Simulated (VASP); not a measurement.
Runs of VASP 6.6.1 on Si3Ge. The structure is that of space group Pm-3n (No. 223), or close to it. The cells are those of the table. The cell was built from a structure type or drawn by symmetry, and may not be a known phase.

```csv
task,cell,k mesh,cutoff (eV),gap on the mesh (eV),pressure (GPa),relaxed volume (Å³/atom)
relaxation of cell and atoms,"relaxed from a = 4.822 Å, 8 atoms",4 × 4 × 4,600,none,0.0,16.23
single point,"a = 5.076 Å, 8 atoms",8 × 8 × 8,520,none,0.0,-
single point,"a = 5.061 Å, 8 atoms",4 × 4 × 4,520,none,0.1,-
relaxation of cell and atoms,"relaxed from a = 5.061 Å, 8 atoms",8 × 8 × 8,600,none,-0.1,16.36
single point,"a = 4.822 Å, 8 atoms",4 × 4 × 4,520,none,(a),-
```

Alike in all rows: level PBE; potentials or basis VASP PAW PBE potentials, release 64 (Si, Ge_d); no spin polarisation; smearing gaussian 0.1 eV.

Estimate the missing entries.

(a) 15.9.

Caveats: the volume moved by over 15 % at a fixed basis, so the end points are rough (at least some runs); the cell stands under pressure (at least some runs).

A k mesh can miss the band edges, and the runs leave out spin-orbit coupling on Ge.

A gap of «none» marks levels without a gap at the run's occupations.
